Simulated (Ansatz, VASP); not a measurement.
**Two plane-wave programs on Ir**

Contents of INCAR:

```
SYSTEM = Ir
PREC = Accurate ; ENCUT = 500
EDIFF = 1E-6 ; ISMEAR = -1
SIGMA = 0.05 ; LREAL = .False.
LASPH = .True. ; NELM = 120
ALGO = Normal ; ISIF = 2
LWAVE = .False. ; LCHARG = .True.
GGA = PS ; LELF = .True.
LVHAR = .True. ; NBANDS = 10
GGA_COMPAT = .False.
```

File KPOINTS:

```
regular mesh
0
Gamma
  13 13 13
  0 0 0
```

The input POSCAR:

```
Ir
1.0
    0.0000000000      1.8831259299      1.8831259299
    1.8831259299      0.0000000000      1.8831259299
    1.8831259299      1.8831259299      0.0000000000
Ir
1
Direct
    0.0000000000      0.0000000000      0.0000000000
```

Input for Ansatz:

```yaml
crystal:
  lattice:
    - [0.0, 1.8831259298648295, 1.8831259298648295]
    - [1.8831259298648295, 0.0, 1.8831259298648295]
    - [1.8831259298648295, 1.8831259298648295, 0.0]
  atoms:
    - { symbol: Ir, position: [0.0, 0.0, 0.0] }
basis:
  ecutwfc: 500.0
kpoints:
  mp_grid:
    grid: [13, 13, 13]
hamiltonian:
  xc: pbesol
scf:
  occupations:
    method: fermi_dirac
    width: 0.05
output:
  stress: true
```

Alike in both runs: task single point; functional PBEsol; k mesh 13 × 13 × 13; occupations fermi-dirac, width 0.05 eV; no spin polarisation.

|  | VASP | Ansatz |
| --- | --- | --- |
| version | VASP 6.6.1 | Ansatz 0.2.0 |
| potentials or method | VASP PAW PBE potentials, release 64 (Ir), cutoff 500 eV | plane waves, PAW |
| valence electrons in the cell | 9 | 17 |

|  | VASP | Ansatz | Ansatz less VASP |
| --- | --- | --- | --- |
| pressure (GPa) | 24.0 | 22.5 | -1.50 |

VASP's potentials were made for PBE, not for PBEsol. The functional is the same, so the differences come from potentials, cutoffs and numerics. VASP's potentials hold 9 valence electrons a cell and Ansatz's 17, so a difference there can come from the potentials and not from the codes.

Spin-orbit coupling is off throughout.
